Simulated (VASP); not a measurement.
# Al3InAs4 (Pmm2) in VASP: a series of runs

Runs on Al3InAs4. Level: PBE. Tasks: relaxation of cell and atoms, single point.

All numbers are computed with VASP 6.6.1; they aren't measurements. Logs are shortened: lines on timing, memory, paths and dates and some standing lists are left out, and cuts for length are marked.

## Step 1: The cell of the first run

It takes space group Pmm2 (No. 25, orthorhombic). The conventional cell has a = 3.901 Å, b = 7.801 Å, c = 5.516 Å, α = 90.00°, β = 90.00°, γ = 90.00°. Al (site symmetry m) has 4 As at 2.39 Å within 3.2 Å. Within 3.2 Å of Al (site symmetry mm2) lie 4 As at 2.39 Å. In (site symmetry mm2) has 4 As at 2.39 Å within 3.2 Å. Within 3.2 Å of As (site symmetry m) lie 3 Al at 2.39 Å and 1 In at 2.39 Å. As (site symmetry mm2) has 2 Al at 2.39 Å and 2 In at 2.39 Å within 3.2 Å. Within 3.2 Å of As (site symmetry mm2) lie 4 Al at 2.39 Å.

## Step 2: Relaxation of cell and atoms, PBE

The input, INCAR:

```
SYSTEM = Al3InAs4
  PREC = Accurate
  ENCUT = 600
  EDIFF = 1E-6
  ISMEAR = 0
  SIGMA = 0.1
  LREAL = .FALSE.
  LASPH = .TRUE.
  NELM = 100
  ALGO = Normal
  ISIF = 3
  LWAVE = .FALSE.
  LCHARG = .FALSE.
  GGA = PE
  IBRION = 2
  NSW = 90
  EDIFFG = -0.04
```

The input, KPOINTS:

```
regular mesh
0
G
  4 2 4
  0 0 0
```

The input, POSCAR:

```
Al3InAs4
1.0
    3.9005255000      0.0000000000      0.0000000000
    0.0000000000      7.8010510000      0.0000000000
    0.0000000000      0.0000000000      5.5161760600
Al In As
3 1 4
Direct
    0.0000000000      0.7500000000      0.0000000000
    0.0000000000      0.2500000000      0.0000000000
    0.5000000000      0.5000000000      0.5000000000
    0.5000000000      0.0000000000      0.5000000000
    0.5000000000      0.7500000000      0.7500000000
    0.0000000000      0.0000000000      0.2500000000
    0.5000000000      0.2500000000      0.7500000000
    0.0000000000      0.5000000000      0.2500000000
```

Potentials or basis: VASP PAW PBE potentials, release 64 (Al, In_d, As).

The run is started by

```
cat potpaw_PBE.64/Al/POTCAR potpaw_PBE.64/In_d/POTCAR potpaw_PBE.64/As/POTCAR > POTCAR
mpirun -np 1 vasp_std > vasp.out
```

OUTCAR:

```text
SYSTEM = Al3InAs4
   PREC = Accurate
   ENCUT = 600
   EDIFF = 1E-6
   ISMEAR = 0
   LREAL = .FALSE.
   LASPH = .TRUE.
   NELM = 100
   ISIF = 3
   GGA = PE
   IBRION = 2
   NSW = 90
   EDIFFG = -0.04

 ion  position               nearest neighbor table
   1  0.000  0.750  0.000-   5 2.39   6 2.39   8 2.39   5 2.39
   2  0.000  0.250  0.000-   6 2.39   7 2.39   8 2.39   7 2.39
   3  0.500  0.500  0.500-   5 2.39   7 2.39   8 2.39   8 2.39
   4  0.500  0.000  0.500-   5 2.39   6 2.39   7 2.39   6 2.39
   5  0.500  0.750  0.750-   1 2.39   3 2.39   4 2.39   1 2.39
   6  0.000  0.000  0.250-   1 2.39   2 2.39   4 2.39   4 2.39
   7  0.500  0.250  0.750-   2 2.39   3 2.39   4 2.39   2 2.39
   8  0.000  0.500  0.250-   1 2.39   2 2.39   3 2.39   3 2.39

  LATTYP: Found a simple orthorhombic cell.
 ALAT       =     3.9005255000
 B/A-ratio  =     1.4142135617
 C/A-ratio  =     2.0000000000

  Lattice vectors:

 A1 = (  -3.9005255000,   0.0000000000,   0.0000000000)
 A2 = (   0.0000000000,   0.0000000000,   5.5161760600)
 A3 = (   0.0000000000,   7.8010510000,   0.0000000000)

Analysis of symmetry for initial positions (statically):
=====================================================================
 Subroutine PRICEL returns:
 Original cell was already a primitive cell.

 Routine SETGRP: Setting up the symmetry group for a
 simple orthorhombic supercell.

 Subroutine GETGRP returns: Found  4 space group operations
 (whereof  4 operations were pure point group operations)
 out of a pool of  8 trial point group operations.

The static configuration has the point symmetry C_2v.

Analysis of symmetry for dynamics (positions and initial velocities):
=====================================================================
 Subroutine PRICEL returns:
 Original cell was already a primitive cell.

 Routine SETGRP: Setting up the symmetry group for a
 simple orthorhombic supercell.

 Subroutine GETGRP returns: Found  4 space group operations
 (whereof  4 operations were pure point group operations)
 out of a pool of  8 trial point group operations.

The dynamic configuration has the point symmetry C_2v.

 Subroutine INISYM returns: Found  4 space group operations
 (whereof  4 operations are pure point group operations),
 and found     1 'primitive' translations

----------------------------------------------------------------------------------------

                                     Primitive cell

  volume of cell :     167.8473

  direct lattice vectors                    reciprocal lattice vectors
     3.900525500  0.000000000  0.000000000     0.256375711  0.000000000  0.000000000
     0.000000000  7.801051000  0.000000000     0.000000000  0.128187856  0.000000000
     0.000000000  0.000000000  5.516176060     0.000000000  0.000000000  0.181285004

  length of vectors
     3.900525500  7.801051000  5.516176060     0.256375711  0.128187856  0.181285004

  position of ions in fractional coordinates (direct lattice)
     0.000000000  0.750000000  0.000000000
     0.000000000  0.250000000  0.000000000
     0.500000000  0.500000000  0.500000000
     0.500000000  0.000000000  0.500000000
     0.500000000  0.750000000  0.750000000
     0.000000000  0.000000000  0.250000000
     0.500000000  0.250000000  0.750000000
     0.000000000  0.500000000  0.250000000

  ion indices of the primitive-cell ions
   primitive index   ion index
                 1           1
                 2           2
                 3           3
                 4           4
                 5           5
                 6           6
                 7           7
                 8           8

----------------------------------------------------------------------------------------

 KPOINTS: regular mesh

Automatic generation of k-mesh.
 Grid dimensions read from file:
 generate k-points for:    4    2    4

 Generating k-lattice:

  Cartesian coordinates                     Fractional coordinates (reciprocal lattice)
     0.064093928  0.000000000  0.000000000     0.250000000  0.000000000  0.000000000
     0.000000000  0.064093928  0.000000000     0.000000000  0.500000000  0.000000000
     0.000000000  0.000000000  0.045321251     0.000000000  0.000000000  0.250000000

  Length of vectors
     0.064093928  0.064093928  0.045321251

  Shift w.r.t. Gamma in fractional coordinates (k-lattice)
     0.000000000  0.000000000  0.000000000

 Subroutine IBZKPT returns following result:
 ===========================================

 Found     18 irreducible k-points:

 Following reciprocal coordinates:
            Coordinates               Weight
  0.000000  0.000000  0.000000      1.000000
  0.250000  0.000000  0.000000      2.000000
  0.500000  0.000000  0.000000      1.000000
  0.000000  0.500000  0.000000      1.000000
  0.250000  0.500000  0.000000      2.000000
  0.500000  0.500000  0.000000      1.000000
[... 10 lines left out ...]
  0.250000  0.500000  0.500000      2.000000
  0.500000  0.500000  0.500000      1.000000
   k-points           NKPTS =     18   k-points in BZ     NKDIM =     18   number of bands    NBANDS=     26
   number of dos      NEDOS =    301   number of ions     NIONS =      8
   total plane-waves  NPLWV =  98304
   dimension x,y,z NGX =    32 NGY =   64 NGZ =   48
   dimension x,y,z NGXF=    64 NGYF=  128 NGZF=   96
   ions per type =               3   1   4
   NGX,Y,Z   is equivalent  to a cutoff of  13.64, 13.64, 14.47 a.u.
   NGXF,Y,Z  is equivalent  to a cutoff of  27.28, 27.28, 28.93 a.u.
 SYSTEM =  Al3InAs4
   PREC   = accura    normal or accurate (medium, high low for compatibility)
   ISTART =      0    job   : 0-new  1-cont  2-samecut
   ICHARG =      2    charge: 1-file 2-atom 10-const
   ISPIN  =      1    spin polarized calculation?
   LNONCOLLINEAR =      F non collinear calculations
   LSORBIT =      F    spin-orbit coupling
   LASPH  =      T    aspherical Exc in radial PAW
   ENCUT  =  600.0 eV  44.10 Ry    6.64 a.u.   7.79 15.58 11.02*2*pi/ulx,y,z
   NELM   =    100;   NELMIN=  2; NELMDL= -5     # of ELM steps
   EDIFF  = 0.1E-05   stopping-criterion for ELM
   LREAL  =      F    real-space projection
   EDIFFG = -.4E-01   stopping-criterion for IOM
   NSW    =     90    number of steps for IOM
   IBRION =      2    ionic relax: 0-MD 1-quasi-New 2-CG
   NFREE  =      1    steps in history (QN), initial steepest desc. (CG)
   ISIF   =      3    stress and relaxation
   ISYM   =      2    0-nonsym 1-usesym 2-fastsym
   POTIM  = 0.5000    time-step for ionic-motion
   TEBEG  =    0.0;   TEEND  =   0.0 temperature during run
   PSTRESS=    0.0 pullay stress
   NELECT =      42.0000    total number of electrons
   NUPDOWN=      -1.0000    fix difference up-down
   EMIN   =  10.00;   EMAX   =-10.00  energy-range for DOS
   EFERMI =   0.00;   METHOD = LEGACY
   ISMEAR =     0;   SIGMA  =   0.10  broadening in eV -4-tet -1-fermi 0-gaus
   EFERMI_NEDOS =   21; number of points for ismear=-14 and -15
   IALGO  =     38    algorithm
   IMIX   =      4    mixing-type and parameters
     AMIX     =   0.40;   BMIX     =  1.00
     AMIX_MAG =   1.60;   BMIX_MAG =  1.00
  volume/ion in A,a.u.               =      20.98       141.59
  Fermi-wavevector in a.u.,A,eV,Ry     =   1.031620  1.949479 14.479866  1.064240
  Thomas-Fermi vector in A             =   2.165777
   LORBIT       =      0    0 simple, 1 ext, 2 COOP (PROOUT), +10 PAW based schemes
   GGA     = PE    functional components
   LHFCALC =     F    Hartree Fock is set to
   AEXX    =    0.0000 exact exchange contribution
   IVDW    =     0    specifies the selected vdW correction
   LEPSILON=     F    determine dielectric tensor
   LRPA    =     F    only Hartree local field effects (RPA)
 conjugate gradient relaxation of ions
 non-spin polarized calculation
 Gauss-broadening in eV      SIGMA  =   0.10
  energy-cutoff  :      600.00
  volume of cell :      167.85
 maximum number of plane-waves:      5656
 NGX is ok and might be reduce to    32
   NGX = 15   NGY = 31   NGZ = 23

--------------------------------------- Ionic step        1  -------------------------------------------

 number of electron      41.9999990 magnetization

 Free energy of the ion-electron system (eV)
  ---------------------------------------------------
  ext. energy  EPLUGINS =         0.00000000
  ---------------------------------------------------
  free energy    TOTEN  =       -33.84288723 eV

  energy without entropy =      -33.84288723  energy(sigma->0) =      -33.84288723

 E-fermi :   5.8740     XC(G=0):  -9.5956

 val. band max:        5.4250702944   @ k =   0.0000   0.0000   0.0000
 cond. band min:       6.5795211424   @ k =   0.5000   0.0000   0.0000
 fundamental gap:      1.1544508480
 Fermi energy:         5.8740370756

 k-point     1 :       0.0000    0.0000    0.0000
  band No.  band energies     occupation
      1      -9.4681      2.00000
      2      -9.3631      2.00000
      3      -9.2260      2.00000
      4      -9.0803      2.00000
      5      -9.0348      2.00000
      6      -7.3984      2.00000
[... 630 lines left out ...]
  FREE ENERGIE OF THE ION-ELECTRON SYSTEM (eV)
  ---------------------------------------------------
  free  energy   TOTEN  =       -35.5602401898 eV

  energy  without entropy=      -35.5602401898  energy(sigma->0) =      -35.56024019

[... ionic steps 4 to 8 ...]

--------------------------------------- Ionic step        9  -------------------------------------------

 number of electron      41.9999993 magnetization

------------------------ aborting loop because EDIFF is reached ----------------------------------------

  FORCE on cell =-STRESS in cart. coord.  units (eV):
  Direction    XX          YY          ZZ          XY          YZ          ZX
  --------------------------------------------------------------------------------------
  -------------------------------------------------------------------------------------
  Total       -0.0602295     -0.0748585     -0.0173003      0.0000000      0.0000000      0.0000000
  in kB       -0.4841598     -0.6017563     -0.1390701      0.0000000      0.0000000      0.0000000
  external PRESSURE =      -0.4083287 kB  Pullay stress =       0.0000000 kB
[... 69 lines left out ...]
  energy  without entropy=      -35.6484667622  energy(sigma->0) =      -35.64846676

--------------------------------------- Ionic step       11  -------------------------------------------

 number of electron      41.9999992 magnetization

 Free energy of the ion-electron system (eV)
  ---------------------------------------------------
  ext. energy  EPLUGINS =         0.00000000
  ---------------------------------------------------
  free energy    TOTEN  =       -35.64894531 eV

  energy without entropy =      -35.64894531  energy(sigma->0) =      -35.64894531

 E-fermi :   4.2682     XC(G=0):  -8.8988

 val. band max:        3.7908500258   @ k =   0.0000   0.0000   0.0000
 cond. band min:       4.8291294354   @ k =   0.0000   0.0000   0.0000
 fundamental gap:      1.0382794096
 Fermi energy:         4.2682109374

 k-point     1 :       0.0000    0.0000    0.0000
  band No.  band energies     occupation
      1     -10.3823      2.00000
      2     -10.3328      2.00000
      3     -10.2934      2.00000
      4     -10.2287      2.00000
      5     -10.2153      2.00000
      6      -7.9037      2.00000
[... 546 lines left out ...]
  FREE ENERGIE OF THE ION-ELECTRON SYSTEM (eV)
  ---------------------------------------------------
  free  energy   TOTEN  =       -35.6489453103 eV

  energy  without entropy=      -35.6489453103  energy(sigma->0) =      -35.64894531

 reached required accuracy - stopping structural energy minimisation
```

Run time: 25 min. Hardware: 1 thread of Intel Xeon 8259CL, shared host; peak memory 0.35 GiB.

Results:

```yaml
Free_energy: -35.6489 eV
Relaxed_volume: 24.90 Å³/atom
Relaxed_cell: a = 4.147 Å, b = 8.308 Å, c = 5.782 Å, α = 90.00°, β = 90.00°, γ = 90.00°
Space_group_after_relaxing_to_0.1_Å: Pmm2 (No. 25)
Energy_gained_by_relaxing: 225.8 meV/atom
Ionic_steps: 11
Pressure_after_relaxing: 0.0 GPa
Largest_force_after_relaxing: 0.038 eV/Å
Band_gap_on_the_k_mesh: 1.04 eV
```

Forces in eV/Å, atoms in the order of the input:
```
Al   0.000  0.006  0.002
Al   0.000 -0.006  0.002
Al   0.000  0.000  0.038
In   0.000  0.000 -0.036
As   0.000  0.018  0.003
As   0.000  0.000 -0.030
As   0.000 -0.018  0.003
As   0.000  0.000  0.018
```

Step by step:
| step | energy change (eV) | largest force (eV/Å) | pressure (GPa) | volume (Å³) |
| --- | --- | --- | --- | --- |
| 1 | 0.0000 | 2.5190 | 16.84 | 167.85 |
| 2 | -1.1763 | 0.2665 | -6.04 | 227.32 |
| 3 | -1.7174 | 0.7304 | -0.59 | 201.92 |
| 4 | -1.7172 | 0.7529 | -0.37 | 201.19 |
| 5 | -1.7648 | 0.4327 | -0.04 | 199.76 |
| 6 | -1.7920 | 0.2450 | 0.59 | 197.46 |
| 7 | -1.8015 | 0.1153 | -0.26 | 200.02 |
| 8 | -1.8016 | 0.1235 | -0.20 | 199.83 |
| 9 | -1.8051 | 0.0634 | -0.04 | 199.31 |
| 10 | -1.8056 | 0.0563 | 0.04 | 199.06 |
| 11 | -1.8061 | 0.0378 | -0.01 | 199.22 |

Final structure:
```cif
data_structure
_symmetry_space_group_name_H-M 'P 1'
_symmetry_Int_Tables_number 1
_cell_length_a 4.1471
_cell_length_b 8.3081
_cell_length_c 5.7821
_cell_angle_alpha 90.000
_cell_angle_beta 90.000
_cell_angle_gamma 90.000
_cell_volume 199.22
loop_
_atom_site_label
_atom_site_type_symbol
_atom_site_fract_x
_atom_site_fract_y
_atom_site_fract_z
_atom_site_occupancy
Al1 Al 0.00000 0.74282 0.00008 1
Al2 Al 0.00000 0.25718 0.00008 1
Al3 Al 0.50000 0.50000 0.49946 1
In1 In 0.50000 0.00000 0.50196 1
As1 As 0.50000 0.73607 0.76103 1
As2 As 0.00000 0.00000 0.21971 1
As3 As 0.50000 0.26393 0.76103 1
As4 As 0.00000 0.50000 0.25667 1
```

Caveat: the volume moved by over 15 % at a fixed basis, so the end points are rough; spin-orbit coupling is left out, which moves the levels of the heavy elements. A k mesh can miss the band edges.

## Step 3: Single point, PBE

This run uses another cell than the first one, of 24.84 Å³/atom.

The input, INCAR:

```
ALGO = Normal
EDIFF = 1E-7
ENCUT = 520
GGA = PE
ISIF = 2
ISMEAR = 0
LASPH = True
LCHARG = True
LELF = True
LREAL = False
LVHAR = True
LWAVE = False
NBANDS = 31
NELM = 80
PREC = Accurate
SIGMA = 0.02
```

The input, KPOINTS:

```
k-points
0
Gamma
  8 4 6
```

The input, POSCAR:

```
Al3InAs4
1.0
    4.1236131807      0.0000000000      0.0000000000
    0.0000000000      8.2545525859      0.0000000000
    0.0000000000      0.0000000000      5.8373505329
Al In As
3 1 4
Direct
    0.0000000000      0.7421838273      0.0000871787
    0.0000000000      0.2578161727      0.0000871787
    0.5000000000      0.5000000000      0.5010103990
    0.5000000000      0.0000000000      0.5002325342
    0.5000000000      0.7364501205      0.7607783159
    0.0000000000      0.0000000000      0.2190109864
    0.5000000000      0.2635498795      0.7607783159
    0.0000000000      0.5000000000      0.2580150912
```

Potentials or basis: VASP PAW PBE potentials, release 64 (Al, In_d, As).

The run is started by

```
cat potpaw_PBE.64/Al/POTCAR potpaw_PBE.64/In_d/POTCAR potpaw_PBE.64/As/POTCAR > POTCAR
mpirun -np 1 vasp_std > vasp.out
```

It took 16 min on 1 thread of Intel Xeon 8259CL, shared host; peak memory 0.5 GiB.

Results (log left out):

| Quantity | Value |
| --- | --- |
| Free energy | -35.8079 eV |
| Pressure | 0.1 GPa |
| Largest force | 0.008 eV/Å |
| Band gap on the k mesh | 1.04 eV |

Forces on the atoms (eV/Å):
```
Al   0.000  0.002  0.003
Al   0.000 -0.002  0.003
Al   0.000  0.000 -0.005
In   0.000  0.000 -0.008
As   0.000 -0.002  0.002
As   0.000  0.000  0.002
As   0.000  0.002  0.002
As   0.000  0.000 -0.001
```

Levels at points of the mesh, in eV from the valence-band top:
| k point | band 18 | band 19 | band 20 | band 21 | band 22 | band 23 | band 24 | band 25 |
| --- | --- | --- | --- | --- | --- | --- | --- | --- |
| (0.00, 0.00, 0.00) | -0.88 | -0.19 | -0.08 | 0.00 | 1.04 | 1.43 | 2.07 | 2.86 |
| (0.50, 0.00, 0.00) | -2.13 | -2.09 | -1.19 | -0.80 | 1.43 | 1.45 | 1.72 | 2.43 |
| (0.00, 0.50, 0.00) | -1.17 | -1.08 | -0.49 | 0.00 | 1.86 | 2.36 | 2.66 | 2.75 |
| (0.50, 0.50, 0.00) | -2.22 | -2.11 | -2.02 | -1.78 | 2.55 | 2.61 | 2.65 | 2.82 |
| (0.00, 0.00, 0.50) | -1.12 | -0.90 | -0.89 | -0.53 | 1.42 | 1.70 | 2.25 | 2.54 |
| (0.50, 0.00, 0.50) | -1.12 | -0.95 | -0.90 | -0.72 | 1.45 | 1.65 | 4.18 | 4.22 |
| (0.00, 0.50, 0.50) | -1.36 | -1.32 | -1.13 | -0.62 | 2.48 | 2.50 | 2.58 | 2.68 |
| (0.50, 0.50, 0.50) | -1.62 | -1.58 | -1.57 | -1.52 | 3.03 | 3.23 | 3.24 | 3.49 |

Caveat: spin-orbit coupling is left out, which moves the levels of the heavy elements. A k mesh can miss the band edges.
